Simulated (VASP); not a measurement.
# C (P6_3/mmc) in VASP: relaxation of cell and atoms with PBE

Aim: the relaxation of cell and atoms of C with PBE.

Program: VASP 6.6.1. These are calculated values, not measurements. Logs are shortened: lines on timing, memory, paths and dates and some standing lists are left out, and cuts for length are marked.

### 1 The cell of the first run

Symmetry: P6_3/mmc, No. 194, hexagonal system. Conventional cell: a = 2.100 Å, b = 2.100 Å, c = 3.403 Å, α = 90.00°, β = 90.00°, γ = 120.00°. C (site symmetry -6m2) has 12 C at 2.09 to 2.10 Å within 2.8 Å.

### 2 Relaxation of cell and atoms, PBE

INCAR

```
SYSTEM = C
PREC = Accurate
ENCUT = 600
EDIFF = 1E-6
ISMEAR = -1
SIGMA = 0.1
LREAL = .False.
LASPH = .True.
NELM = 60
ALGO = Normal
ISIF = 3
LWAVE = .False.
LCHARG = .False.
GGA = PE
IBRION = 2
NSW = 60
EDIFFG = -0.005
```

KPOINTS

```
Automatic mesh
0
Gamma
  21 21 11
  0 0 0
```

POSCAR

```
C
1.0
    2.1003865828      0.0000000000      0.0000000000
   -1.0501932914      1.8189881384      0.0000000000
    0.0000000000      0.0000000000      3.4026262641
C
2
Direct
    0.3333333333      0.6666666667      0.2500000000
    0.6666666667      0.3333333333      0.7500000000
```

Potentials or basis: VASP PAW PBE potentials, release 64 (C).

Run with:

```sh
$ cat potpaw_PBE.64/C/POTCAR > POTCAR
$ mpirun -np 1 vasp_std > vasp.out
```

OUTCAR:

```text
SYSTEM = C
   PREC = Accurate
   ENCUT = 600
   EDIFF = 1E-6
   ISMEAR = -1
   LREAL = .False.
   LASPH = .True.
   NELM = 60
   ISIF = 3
   GGA = PE
   IBRION = 2
   NSW = 60
   EDIFFG = -0.005

 ion  position               nearest neighbor table
   1  0.333  0.667  0.250-
   2  0.667  0.333  0.750-

  LATTYP: Found a hexagonal cell.
 ALAT       =     2.1003865828
 C/A-ratio  =     1.6200000000

  Lattice vectors:

 A1 = (   2.1003865828,   0.0000000000,   0.0000000000)
 A2 = (  -1.0501932914,   1.8189881384,   0.0000000000)
 A3 = (   0.0000000000,   0.0000000000,   3.4026262641)

Analysis of symmetry for initial positions (statically):
=====================================================================
 Subroutine PRICEL returns:
 Original cell was already a primitive cell.

 Routine SETGRP: Setting up the symmetry group for a
 hexagonal supercell.

 Subroutine GETGRP returns: Found 24 space group operations
 (whereof 12 operations were pure point group operations)
 out of a pool of 24 trial point group operations.

The static configuration has the point symmetry D_3d.
 The point group associated with its full space group is D_6h.

Analysis of symmetry for dynamics (positions and initial velocities):
=====================================================================
 Subroutine PRICEL returns:
 Original cell was already a primitive cell.

 Routine SETGRP: Setting up the symmetry group for a
 hexagonal supercell.

 Subroutine GETGRP returns: Found 24 space group operations
 (whereof 12 operations were pure point group operations)
 out of a pool of 24 trial point group operations.

The dynamic configuration has the point symmetry D_3d.
 The point group associated with its full space group is D_6h.

 Subroutine INISYM returns: Found 24 space group operations
 (whereof 12 operations are pure point group operations),
 and found     1 'primitive' translations

----------------------------------------------------------------------------------------

                                     Primitive cell

  volume of cell :      13.0000

  direct lattice vectors                    reciprocal lattice vectors
     2.100386583  0.000000000  0.000000000     0.476102832  0.274878098  0.000000000
    -1.050193291  1.818988138  0.000000000     0.000000000  0.549756196  0.000000000
     0.000000000  0.000000000  3.402626264     0.000000000  0.000000000  0.293890637

  length of vectors
[... 104 lines left out ...]
  Fermi-wavevector in a.u.,A,eV,Ry     =   1.392485  2.631414 26.381875  1.939013
  Thomas-Fermi vector in A             =   2.516223
   LORBIT       =      0    0 simple, 1 ext, 2 COOP (PROOUT), +10 PAW based schemes
   GGA     = PE    functional components
   LHFCALC =     F    Hartree Fock is set to
   AEXX    =    0.0000 exact exchange contribution
   IVDW    =     0    specifies the selected vdW correction
   LEPSILON=     F    determine dielectric tensor
   LRPA    =     F    only Hartree local field effects (RPA)
 conjugate gradient relaxation of ions
 non-spin polarized calculation
  energy-cutoff  :      600.00
  volume of cell :       13.00
 maximum number of plane-waves:       452
 NGX is ok and might be reduce to    18
   NGX =  9   NGY =  9   NGZ = 13

--------------------------------------- Ionic step        1  -------------------------------------------

 number of electron       8.0000000 magnetization

 Free energy of the ion-electron system (eV)
  ---------------------------------------------------
  ext. energy  EPLUGINS =         0.00000000
  ---------------------------------------------------
  free energy    TOTEN  =        -9.44665110 eV

  energy without entropy =       -9.42728805  energy(sigma->0) =       -9.43696957

------------------------ aborting loop because EDIFF is reached ----------------------------------------

  FORCE on cell =-STRESS in cart. coord.  units (eV):
  Direction    XX          YY          ZZ          XY          YZ          ZX
  --------------------------------------------------------------------------------------
  -------------------------------------------------------------------------------------
  Total        0.7759719      0.7759719      1.1604402      0.0000000      0.0000000      0.0000000
  in kB       95.6341960     95.6341960    143.0177674      0.0000000      0.0000000      0.0000000
  external PRESSURE =     111.4287198 kB  Pullay stress =       0.0000000 kB
[... 89 lines left out ...]
  FREE ENERGIE OF THE ION-ELECTRON SYSTEM (eV)
  ---------------------------------------------------
  free  energy   TOTEN  =        -9.4789474073 eV

  energy  without entropy=       -9.4581796846  energy(sigma->0) =       -9.46856355

 E-fermi :  13.8356     XC(G=0): -12.8370

 val. band max:       13.8352642162   @ k =   0.2381   0.2381   0.3636
 cond. band min:      13.9333396374   @ k =   0.0952   0.0476   0.1818
 fundamental gap:      0.0980754212
 Fermi energy:        13.8356353072

 k-point     1 :       0.0000    0.0000    0.0000
  band No.  band energies     occupation
      1     -18.4218      2.00000
      2     -18.2160      2.00000
      3      -4.1058      2.00000
      4      -2.7609      2.00000
      5      12.0436      2.00000
      6      20.0249      0.00000
      7      26.1155      0.00000
      8      42.1000      0.00000
[... 243 lines left out ...]
 k-point    24 :       0.1905    0.0952    0.0000
  band No.  band energies     occupation
      1     -14.1797      2.00000
      2     -14.0346      2.00000
      3       2.5772      2.00000
      4       3.8412      2.00000
      5      17.7200      0.00000
      6      26.6018      0.00000
      7      26.9546      0.00000
      8      30.3838      0.00000

 [... further k-points ...]

[... ionic steps 4 to 18 ...]

--------------------------------------- Ionic step       19  -------------------------------------------

 number of electron       8.0000003 magnetization

------------------------ aborting loop because EDIFF is reached ----------------------------------------
[... 67 lines left out ...]
--------------------------------------- Ionic step       21  -------------------------------------------

 number of electron       8.0000004 magnetization

 Free energy of the ion-electron system (eV)
  ---------------------------------------------------
  ext. energy  EPLUGINS =         0.00000000
  ---------------------------------------------------
  free energy    TOTEN  =       -10.18590038 eV

  energy without entropy =      -10.16849396  energy(sigma->0) =      -10.17719717

 E-fermi :   8.6588     XC(G=0): -12.5227

 val. band max:        8.6572475447   @ k =   0.2381   0.1429   0.1818
 cond. band min:       8.6922044373   @ k =   0.3333   0.0476   0.1818
 fundamental gap:      0.0349568925
 Fermi energy:         8.6587987108

 k-point     1 :       0.0000    0.0000    0.0000
  band No.  band energies     occupation
      1     -13.4384      2.00000
      2     -12.0696      2.00000
      3      -2.3659      2.00000
      4       3.3598      2.00000
      5      15.0675      0.00000
      6      24.6682      0.00000
      7      24.7783      0.00000
      8      27.7644      0.00000
[... 282 lines left out ...]
  FREE ENERGIE OF THE ION-ELECTRON SYSTEM (eV)
  ---------------------------------------------------
  free  energy   TOTEN  =       -10.1859003842 eV

  energy  without entropy=      -10.1684939645  energy(sigma->0) =      -10.17719717

 reached required accuracy - stopping structural energy minimisation
```

Run time: 2.2 min. Hardware: 1 thread of Intel Xeon 6975P-C (Granite Rapids), shared host; peak memory 0.14 GiB.

What came out:

```yaml
Free_energy: -10.1859 eV
Relaxed_volume: 6.80 Å³/atom
Relaxed_cell: a = 1.719 Å, b = 1.719 Å, c = 5.313 Å, α = 90.00°, β = 90.00°, γ = 120.00°
Space_group_after_relaxing_to_0.05_Å: P6_3/mmc (No. 194)
Energy_gained_by_relaxing: 369.6 meV/atom
Ionic_steps: 21
Pressure_after_relaxing: 0.0 GPa
Band_gap_on_the_k_mesh: zero (band 4 reaches 10.36 eV, above the bottom of band 5 at 7.31 eV)
```

Step by step:
| step | energy change (eV) | largest force (eV/Å) | pressure (GPa) | volume (Å³) |
| --- | --- | --- | --- | --- |
| 1 | 0.0000 | 0.0000 | 11.14 | 13.00 |
| 2 | -0.0321 | 0.0000 | 0.27 | 13.87 |
| 3 | -0.0323 | 0.0000 | -0.57 | 13.95 |
| 4 | -0.0365 | 0.0000 | -0.56 | 13.96 |
| 5 | -0.0528 | 0.0000 | -0.60 | 13.99 |
| 6 | -0.1118 | 0.0000 | -1.15 | 14.01 |
| 7 | -0.2546 | 0.0000 | 0.01 | 13.91 |
| 8 | -0.6414 | 0.0000 | 6.56 | 13.17 |
| 9 | 7.7132 | 0.0000 | 366.66 | 10.16 |
| 10 | -0.6789 | 0.0000 | 6.43 | 13.06 |
| 11 | -0.5531 | 0.0000 | 34.31 | 12.47 |
| 12 | -0.7120 | 0.0000 | 10.12 | 12.88 |
| 13 | -0.7068 | 0.0000 | 14.51 | 12.79 |
| 14 | -0.7356 | 0.0000 | 2.95 | 13.34 |
| 15 | -0.7369 | 0.0000 | 0.29 | 13.52 |
| 16 | -0.7369 | 0.0000 | 0.50 | 13.51 |
| 17 | -0.7386 | 0.0000 | 0.09 | 13.56 |
| 18 | -0.7392 | 0.0000 | -0.23 | 13.60 |
| 19 | -0.7392 | 0.0000 | -0.24 | 13.61 |
| 20 | -0.7392 | 0.0000 | -0.25 | 13.61 |
| 21 | -0.7392 | 0.0000 | -0.04 | 13.60 |

Final structure:
```cif
data_structure
_symmetry_space_group_name_H-M 'P 1'
_symmetry_Int_Tables_number 1
_cell_length_a 1.7189
_cell_length_b 1.7189
_cell_length_c 5.3135
_cell_angle_alpha 90.000
_cell_angle_beta 90.000
_cell_angle_gamma 120.000
_cell_volume 13.60
loop_
_atom_site_label
_atom_site_type_symbol
_atom_site_fract_x
_atom_site_fract_y
_atom_site_fract_z
_atom_site_occupancy
C1 C 0.33333 0.66667 0.25000 1
C2 C 0.66667 0.33333 0.75000 1
```

Levels at points of the mesh, in eV from the Fermi level:
| k point | band 2 | band 3 | band 4 | band 5 | band 6 | band 7 |
| --- | --- | --- | --- | --- | --- | --- |
| (0.00, 0.00, 0.00) | -20.73 | -11.02 | -5.30 | 6.41 | 16.01 | 16.12 |
